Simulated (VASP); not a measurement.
Wanted: the native input for a VASP 6.6.1 run.

| Quantity | Value |
| --- | --- |
| Task | single point |
| Functional | PBE |
| Potentials or basis | VASP PAW PBE potentials, release 64 (Zr_sv, N) |
| Cutoff | 600 eV |
| k mesh | 9 × 9 × 9 |
| Occupations | fermi-dirac, width 0.01 eV |
| Spin | no spin polarisation |
| Dipole correction | no |
| Further INCAR settings | ALGO = Normal; EDIFF = 1e-06; NBANDS = 16 |

The structure of ZrN lies in POSCAR:

```
ZrN
1.0
    0.0000000000      2.2842300000      2.2842300000
    2.2842300000      0.0000000000      2.2842300000
    2.2842300000      2.2842300000      0.0000000000
Zr N
1 1
Direct
    0.0000000000      0.0000000000      0.0000000000
    0.5000000000      0.5000000000      0.5000000000
```

One way to write it, as run:

INCAR

```
SYSTEM = ZrN
PREC = Accurate ; ENCUT = 600
EDIFF = 1E-6 ; ISMEAR = -1
SIGMA = 0.01 ; LREAL = .FALSE.
LASPH = .TRUE. ; NELM = 120
ALGO = Normal ; ISIF = 2
LWAVE = .FALSE. ; LCHARG = .FALSE.
GGA = PE ; NBANDS = 16
GGA_COMPAT = .FALSE.
```

KPOINTS

```
Automatic mesh
0
G
  9 9 9
  0 0 0
```

Potentials or basis: VASP PAW PBE potentials, release 64 (Zr_sv, N).

Command:

```console
$ cat potpaw_PBE.64/Zr_sv/POTCAR potpaw_PBE.64/N/POTCAR > POTCAR
$ mpirun -np 1 vasp_std > vasp.out
```

Results of the run:

The pressure is 4.6 GPa and the band gap on the k mesh is zero (an odd number of electrons rules out a gap without spin polarisation).

Caveat: the cell stands under pressure.

Run time: 32 s on 1 thread of Intel Xeon 8259CL, on a shared host, peak memory 0.16 GiB.
